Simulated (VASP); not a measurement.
# Ru (Fd-3m) in VASP: a series of runs

Ru is run at these levels: r2SCAN; tasks: relaxation of cell and atoms.

Everything below comes from runs of VASP 6.6.1. Logs are shortened: lines on timing, memory, paths and dates and some standing lists are left out, and cuts for length are marked.

### Step 1. The cell of the first run

The structure is cubic, space group Fd-3m (No. 227). Conventional cell: a = 5.210 Å, b = 5.210 Å, c = 5.210 Å, α = 90.00°, β = 90.00°, γ = 90.00°. Ru (site symmetry -43m) has 4 Ru at 2.26 Å within 3.0 Å.

This isn't the form of Ru at room conditions, which is hcp.

### Step 2. Relaxation of cell and atoms, r2SCAN, target pressure 40 GPa, at which the enthalpy is minimised

POSCAR reads:

```
Ru
1.0
    0.0000000000      2.6050000000      2.6050000000
    2.6050000000      0.0000000000      2.6050000000
    2.6050000000      2.6050000000      0.0000000000
Ru
2
Direct
    1.0000000000      1.0000000000      1.0000000000
    0.2500000000      0.2500000000      0.2500000000
```

INCAR.step1 reads:

```
PREC = Accurate
ENCUT = 550
ISMEAR = 0
SIGMA = 0.05
LREAL = F
LASPH = T
NELM = 120
GGA = PE
ALGO = Normal
EDIFF = 1E-5
LWAVE = T
LCHARG = F
GGA_COMPAT = F
IBRION = 2
ISIF = 3
EDIFFG = -0.005
NELMIN = 4
NSW = 100
```

INCAR.step2 reads:

```
PREC = Accurate
ENCUT = 550
EDIFF = 1E-7
ISMEAR = 0
SIGMA = 0.05
LREAL = F
LASPH = T
NELM = 120
ALGO = Normal
ISIF = 3
LWAVE = F
LCHARG = F
METAGGA = R2SCAN
LMIXTAU = T
IBRION = 2
NSW = 80
EDIFFG = -0.01
PSTRESS = 400.0
ISTART = 1
GGA_COMPAT = F
NELMIN = 4
```

KPOINTS reads:

```
Automatic mesh
0
Gamma
  9 9 9
```

Potentials or basis: VASP PAW PBE potentials, release 64 (Ru_pv).

The run is started by

```console
$ cat potpaw_PBE.64/Ru_pv/POTCAR > POTCAR
$ cp INCAR.step1 INCAR
$ mpirun -np 1 vasp_std > vasp.out
$ cp INCAR.step2 INCAR
$ mpirun -np 1 vasp_std > vasp.out
```

OUTCAR:

```text
PREC = Accurate
   ENCUT = 550
   EDIFF = 1E-7
   ISMEAR = 0
   LREAL = F
   LASPH = T
   NELM = 120
   ISIF = 3
   METAGGA = R2SCAN
   IBRION = 2
   NSW = 80
   EDIFFG = -0.01
   PSTRESS = 400.0
   ISTART = 1
   NELMIN = 4

 ion  position               nearest neighbor table
   1  0.000  0.000  0.000-   2 2.26   2 2.26   2 2.26   2 2.26
   2  0.250  0.250  0.250-   1 2.26   1 2.26   1 2.26   1 2.26

  LATTYP: Found a face centered cubic cell.
 ALAT       =     5.2100000000

  Lattice vectors:

 A1 = (   0.0000000000,   2.6050000000,   2.6050000000)
 A2 = (   2.6050000000,   0.0000000000,   2.6050000000)
 A3 = (   2.6050000000,   2.6050000000,   0.0000000000)

Analysis of symmetry for initial positions (statically):
=====================================================================
 Subroutine PRICEL returns:
 Original cell was already a primitive cell.

 Routine SETGRP: Setting up the symmetry group for a
 face centered cubic supercell.

 Subroutine GETGRP returns: Found 48 space group operations
 (whereof 24 operations were pure point group operations)
 out of a pool of 48 trial point group operations.

The static configuration has the point symmetry T_d .
 The point group associated with its full space group is O_h .

Analysis of symmetry for dynamics (positions and initial velocities):
=====================================================================
 Subroutine PRICEL returns:
 Original cell was already a primitive cell.

 Routine SETGRP: Setting up the symmetry group for a
 face centered cubic supercell.

 Subroutine GETGRP returns: Found 48 space group operations
 (whereof 24 operations were pure point group operations)
 out of a pool of 48 trial point group operations.

The dynamic configuration has the point symmetry T_d .
 The point group associated with its full space group is O_h .

 Subroutine INISYM returns: Found 48 space group operations
 (whereof 24 operations are pure point group operations),
 and found     1 'primitive' translations

----------------------------------------------------------------------------------------

                                     Primitive cell

  volume of cell :      35.3552

  direct lattice vectors                    reciprocal lattice vectors
     0.000000000  2.605000000  2.605000000    -0.191938580  0.191938580  0.191938580
     2.605000000  0.000000000  2.605000000     0.191938580 -0.191938580  0.191938580
     2.605000000  2.605000000  0.000000000     0.191938580  0.191938580 -0.191938580

  length of vectors
     3.684026330  3.684026330  3.684026330     0.332447372  0.332447372  0.332447372

  position of ions in fractional coordinates (direct lattice)
     0.000000000  0.000000000  0.000000000
     0.250000000  0.250000000  0.250000000

  ion indices of the primitive-cell ions
   primitive index   ion index
                 1           1
                 2           2

----------------------------------------------------------------------------------------

 KPOINTS: Automatic mesh

Automatic generation of k-mesh.
 Grid dimensions read from file:
 generate k-points for:    9    9    9

 Generating k-lattice:

  Cartesian coordinates                     Fractional coordinates (reciprocal lattice)
    -0.021326509  0.021326509  0.021326509     0.111111111  0.000000000  0.000000000
     0.021326509 -0.021326509  0.021326509     0.000000000  0.111111111  0.000000000
     0.021326509  0.021326509 -0.021326509     0.000000000  0.000000000  0.111111111

  Length of vectors
     0.036938597  0.036938597  0.036938597

  Shift w.r.t. Gamma in fractional coordinates (k-lattice)
     0.000000000  0.000000000  0.000000000

 Subroutine IBZKPT returns following result:
 ===========================================

 Found     35 irreducible k-points:

 Following reciprocal coordinates:
            Coordinates               Weight
  0.000000  0.000000  0.000000      1.000000
  0.111111  0.000000  0.000000      8.000000
  0.222222  0.000000  0.000000      8.000000
  0.333333  0.000000  0.000000      8.000000
  0.444444  0.000000  0.000000      8.000000
  0.111111  0.111111  0.000000      6.000000
[... 16 lines left out ...]
 -0.333333  0.333333  0.000000     12.000000
  0.444444  0.444444  0.000000      6.000000
 [... further k-points ...]
   k-points           NKPTS =     35   k-points in BZ     NKDIM =     35   number of bands    NBANDS=     18
   number of dos      NEDOS =    301   number of ions     NIONS =      2
   total plane-waves  NPLWV =  21952
   dimension x,y,z NGX =    28 NGY =   28 NGZ =   28
   dimension x,y,z NGXF=    56 NGYF=   56 NGZF=   56
   ions per type =               2
   NGX,Y,Z   is equivalent  to a cutoff of  12.64, 12.64, 12.64 a.u.
   NGXF,Y,Z  is equivalent  to a cutoff of  25.27, 25.27, 25.27 a.u.
 SYSTEM =  unknown system
   PREC   = accura    normal or accurate (medium, high low for compatibility)
   ISTART =      1    job   : 0-new  1-cont  2-samecut
   ICHARG =      0    charge: 1-file 2-atom 10-const
   ISPIN  =      1    spin polarized calculation?
   LNONCOLLINEAR =      F non collinear calculations
   LSORBIT =      F    spin-orbit coupling
   LASPH  =      T    aspherical Exc in radial PAW
   ENCUT  =  550.0 eV  40.42 Ry    6.36 a.u.   7.04  7.04  7.04*2*pi/ulx,y,z
   NELM   =    120;   NELMIN=  4; NELMDL=  0     # of ELM steps
   EDIFF  = 0.1E-06   stopping-criterion for ELM
   LREAL  =      F    real-space projection
   EDIFFG = -.1E-01   stopping-criterion for IOM
   NSW    =     80    number of steps for IOM
   IBRION =      2    ionic relax: 0-MD 1-quasi-New 2-CG
   NFREE  =      1    steps in history (QN), initial steepest desc. (CG)
   ISIF   =      3    stress and relaxation
   ISYM   =      2    0-nonsym 1-usesym 2-fastsym
   POTIM  = 0.5000    time-step for ionic-motion
   TEBEG  =    0.0;   TEEND  =   0.0 temperature during run
   PSTRESS=  400.0 pullay stress
   NELECT =      28.0000    total number of electrons
   NUPDOWN=      -1.0000    fix difference up-down
   EMIN   =  10.00;   EMAX   =-10.00  energy-range for DOS
   EFERMI =   0.00;   METHOD = LEGACY
   ISMEAR =     0;   SIGMA  =   0.05  broadening in eV -4-tet -1-fermi 0-gaus
   EFERMI_NEDOS =   21; number of points for ismear=-14 and -15
   IALGO  =     38    algorithm
   IMIX   =      4    mixing-type and parameters
     AMIX     =   0.40;   BMIX     =  1.00
     AMIX_MAG =   1.60;   BMIX_MAG =  1.00
  volume/ion in A,a.u.               =      17.68       119.29
  Fermi-wavevector in a.u.,A,eV,Ry     =   1.514641  2.862257 31.213644  2.294138
  Thomas-Fermi vector in A             =   2.624272
   LORBIT       =      0    0 simple, 1 ext, 2 COOP (PROOUT), +10 PAW based schemes
   METAGGA = R2SCAN    functional components
   LHFCALC =     F    Hartree Fock is set to
   AEXX    =    0.0000 exact exchange contribution
   IVDW    =     0    specifies the selected vdW correction
   LEPSILON=     F    determine dielectric tensor
   LRPA    =     F    only Hartree local field effects (RPA)
 conjugate gradient relaxation of ions
 non-spin polarized calculation
 Gauss-broadening in eV      SIGMA  =   0.05
  energy-cutoff  :      550.00
  volume of cell :       35.36
 maximum number of plane-waves:      1049
   NGX = 15   NGY = 15   NGZ = 15

--------------------------------------- Ionic step        1  -------------------------------------------

 number of electron      27.9999999 magnetization

 Free energy of the ion-electron system (eV)
  ---------------------------------------------------
  ext. energy  EPLUGINS =         0.00000000
  ---------------------------------------------------
  free energy    TOTEN  =       -48.18382384 eV

  energy without entropy =      -48.18059901  energy(sigma->0) =      -48.18221143

------------------------ aborting loop because EDIFF is reached ----------------------------------------

  FORCE on cell =-STRESS in cart. coord.  units (eV):
  Direction    XX          YY          ZZ          XY          YZ          ZX
  --------------------------------------------------------------------------------------
  -------------------------------------------------------------------------------------
  Total        6.2612901      6.2612901      6.2612901     -0.0000000      0.0000000     -0.0000000
  in kB      283.7404355    283.7404355    283.7404355     -0.0000000      0.0000000     -0.0000000
  external PRESSURE =    -116.2595645 kB  Pullay stress =     400.0000000 kB

 VOLUME and BASIS-vectors are now :
 -----------------------------------------------------------------------------
  energy-cutoff  :      550.00
  volume of cell :       35.36
      direct lattice vectors                 reciprocal lattice vectors
     0.000000000  2.605000000  2.605000000    -0.191938580  0.191938580  0.191938580
     2.605000000  0.000000000  2.605000000     0.191938580 -0.191938580  0.191938580
     2.605000000  2.605000000  0.000000000     0.191938580  0.191938580 -0.191938580
[... 8 lines left out ...]
  FREE ENERGIE OF THE ION-ELECTRON SYSTEM (eV)
  ---------------------------------------------------
  free  energy   TOTEN  =       -48.1838238409 eV

  energy  without entropy=      -48.1805990106  energy(sigma->0) =      -48.18221143

  enthalpy is  TOTEN    =       -39.3570380443 eV   P V=        8.8267857966

--------------------------------------- Ionic step        2  -------------------------------------------

 number of electron      27.9999995 magnetization

 E-fermi :  11.9120     XC(G=0): -14.2019

 val. band max:       11.9057518003   @ k =   0.4444   0.1111   0.0000
 cond. band min:      11.9134715253   @ k =   0.4444   0.2222   0.0000
 fundamental gap:      0.0077197251
 Fermi energy:        11.9120089529

 k-point     1 :       0.0000    0.0000    0.0000
  band No.  band energies     occupation
      1     -33.9699      2.00000
      2     -33.9699      2.00000
      3     -33.9699      2.00000
      4     -31.8003      2.00000
      5     -31.8003      2.00000
      6     -31.8003      2.00000
[... 10 lines left out ...]
     17      15.1134      0.00000
     18      21.1034      0.00000
[... 588 lines left out ...]
  FREE ENERGIE OF THE ION-ELECTRON SYSTEM (eV)
  ---------------------------------------------------
  free  energy   TOTEN  =       -47.9266035337 eV

  energy  without entropy=      -47.9233950954  energy(sigma->0) =      -47.92499931

  enthalpy is  TOTEN    =       -39.4030763917 eV   P V=        8.5235271419

--------------------------------------- Ionic step        5  -------------------------------------------

 number of electron      27.9999989 magnetization

 Free energy of the ion-electron system (eV)
  ---------------------------------------------------
  ext. energy  EPLUGINS =         0.00000000
  ---------------------------------------------------
  free energy    TOTEN  =       -47.92061677 eV

  energy without entropy =      -47.91740856  energy(sigma->0) =      -47.91901266

 E-fermi :   9.3801     XC(G=0): -13.1848

 val. band max:        9.3799084242   @ k =   0.4444   0.1111   0.0000
 cond. band min:       9.4192560586   @ k =  -0.2222   0.1111   0.0000
 fundamental gap:      0.0393476344
 Fermi energy:         9.3800683529

 k-point     1 :       0.0000    0.0000    0.0000
  band No.  band energies     occupation
      1     -35.7677      2.00000
      2     -35.7677      2.00000
      3     -35.7677      2.00000
      4     -34.2819      2.00000
      5     -34.2819      2.00000
      6     -34.2819      2.00000
[... 10 lines left out ...]
     17      11.8894      0.00000
     18      18.4596      0.00000
[... 505 lines left out ...]
 POSITION                                       TOTAL-FORCE (eV/Angst)
 -----------------------------------------------------------------------------------
      0.00000      0.00000      0.00000         0.000000      0.000000      0.000000
      1.28711      1.28711      1.28711        -0.000000     -0.000000     -0.000000
 -----------------------------------------------------------------------------------
    total drift:                                0.000000      0.000000      0.000000

  FREE ENERGIE OF THE ION-ELECTRON SYSTEM (eV)
  ---------------------------------------------------
  free  energy   TOTEN  =       -47.9206167662 eV

  energy  without entropy=      -47.9174085558  energy(sigma->0) =      -47.91901266

  enthalpy is  TOTEN    =       -39.4030828581 eV   P V=        8.5175339081

 reached required accuracy - stopping structural energy minimisation
```

It took 6.5 min on 1 thread of AMD EPYC 9R45 (Zen 5), shared host; peak memory 0.15 GiB.

Results:

```
Free energy                                                : -47.9206 eV
Relaxed volume                                             : 17.06 Å³/atom
Relaxed cell                                               : a = 3.640 Å, b = 3.640 Å, c = 3.640 Å, α = 60.00°, β = 60.00°, γ = 60.00°
Space group after relaxing (to 0.1 Å)                      : Fd-3m (No. 227)
Energy change on relaxing (the run minimises the enthalpy) : +131.6 meV/atom
Ionic steps                                                : 5
Pressure after relaxing                                    : 40.1 GPa
Band gap on the k mesh                                     : zero (bands 14 and 15 overlap by 0.86 eV)
```

Step by step:
```
step  energy change (eV)  largest force (eV/Å)  pressure (GPa)  volume (Å³)
   1              0.0000                0.0000           28.37        35.36
   2              2.5169                0.0000          115.87        29.19
   3              0.2392                0.0000           39.09        34.21
   4              0.2572                0.0000           39.84        34.14
   5              0.2632                0.0000           40.09        34.12
```

Final structure:
```xyz
2
Lattice="0.0000 2.5742 2.5742 2.5742 0.0000 2.5742 2.5742 2.5742 0.0000" Properties=species:S:1:pos:R:3 pbc="T T T"
Ru    0.0000    0.0000    0.0000
Ru    1.2871    1.2871    1.2871
```

Levels at points of the mesh, in eV from the Fermi level:
```
           k point  band 12  band 13  band 14  band 15  band 16  band 17
(0.00, 0.00, 0.00)    -4.05    -0.55    -0.55    -0.55     2.51     2.51
```

Caveat: the cell is relaxed towards a set pressure, so the run minimises the enthalpy, not the energy; the PAW data sets were made with another functional, which shifts forces and pressure a little.

### Step 3. Relaxation of cell and atoms, r2SCAN, target pressure 60 GPa, at which the enthalpy is minimised

POSCAR is that of step 2.

INCAR.step1 reads:

```
PREC     = Accurate       # precision mode
ENCUT    = 550            # plane-wave cutoff, eV
ISMEAR   = 0              # smearing method
SIGMA    = 0.05           # smearing width, eV
LREAL    = F              # projectors in reciprocal space
LASPH    = T              # aspherical terms in the spheres
NELM     = 120            # most SCF steps
GGA      = PE             # functional
ALGO     = Normal         # electronic algorithm
EDIFF    = 1E-5           # SCF threshold, eV
LWAVE    = T              # write WAVECAR
LCHARG   = F              # write CHGCAR
GGA_COMPAT= F            
IBRION   = 2              # ionic algorithm
ISIF     = 3              # what is computed and relaxed
EDIFFG   = -0.005         # ionic threshold
NELMIN   = 4            
NSW      = 100            # ionic steps
```

INCAR.step2 reads:

```
PREC     = Accurate       # precision mode
ENCUT    = 550            # plane-wave cutoff, eV
EDIFF    = 1E-7           # SCF threshold, eV
ISMEAR   = 0              # smearing method
SIGMA    = 0.05           # smearing width, eV
LREAL    = F              # projectors in reciprocal space
LASPH    = T              # aspherical terms in the spheres
NELM     = 120            # most SCF steps
ALGO     = Normal         # electronic algorithm
ISIF     = 3              # what is computed and relaxed
LWAVE    = F              # write WAVECAR
LCHARG   = F              # write CHGCAR
METAGGA  = R2SCAN         # meta-GGA
LMIXTAU  = T            
IBRION   = 2              # ionic algorithm
NSW      = 80             # ionic steps
EDIFFG   = -0.01          # ionic threshold
PSTRESS  = 600.0        
ISTART   = 1            
GGA_COMPAT= F            
NELMIN   = 4
```

KPOINTS reads:

```
regular mesh
0
Gamma
  9 9 9
```

Potentials or basis: VASP PAW PBE potentials, release 64 (Ru_pv).

The run is started by

```console
$ cat potpaw_PBE.64/Ru_pv/POTCAR > POTCAR
$ cp INCAR.step1 INCAR
$ mpirun -np 1 vasp_std > vasp.out
$ cp INCAR.step2 INCAR
$ mpirun -np 1 vasp_std > vasp.out
```

Run time: 6.7 min. Hardware: 1 thread of AMD EPYC 9R45 (Zen 5), shared host; peak memory 0.15 GiB.

The run converged. Its results:

```
Free energy                                                : -47.3962 eV
Relaxed volume                                             : 16.21 Å³/atom
Relaxed cell                                               : a = 3.579 Å, b = 3.579 Å, c = 3.579 Å, α = 60.00°, β = 60.00°, γ = 60.00°
Space group after relaxing (to 0.1 Å)                      : Fd-3m (No. 227)
Energy change on relaxing (the run minimises the enthalpy) : +393.8 meV/atom
Ionic steps                                                : 5
Pressure after relaxing                                    : 60.0 GPa
Band gap on the k mesh                                     : zero (bands 14 and 15 overlap by 0.91 eV)
```

The path:
| step | energy change (eV) | largest force (eV/Å) | pressure (GPa) | volume (Å³) |
| --- | --- | --- | --- | --- |
| 1 | 0.0000 | 0.0000 | 28.37 | 35.36 |
| 2 | 17.8583 | 0.0000 | 531.19 | 20.34 |
| 3 | 0.5368 | 0.0000 | 50.86 | 33.15 |
| 4 | 0.6894 | 0.0000 | 56.51 | 32.69 |
| 5 | 0.7876 | 0.0000 | 60.04 | 32.42 |

Final structure:
```xyz
2
Lattice="0.0000 2.5309 2.5309 2.5309 0.0000 2.5309 2.5309 2.5309 0.0000" Properties=species:S:1:pos:R:3 pbc="T T T"
Ru    0.0000    0.0000    0.0000
Ru    1.2655    1.2655    1.2655
```

Levels at points of the mesh, in eV from the Fermi level:
```csv
k point,band 12,band 13,band 14,band 15,band 16,band 17
"(0.00, 0.00, 0.00)",-4.25,-0.56,-0.56,-0.56,2.72,2.72
```

Caveat: the cell is relaxed towards a set pressure, so the run minimises the enthalpy, not the energy; the PAW data sets were made with another functional, which shifts forces and pressure a little.
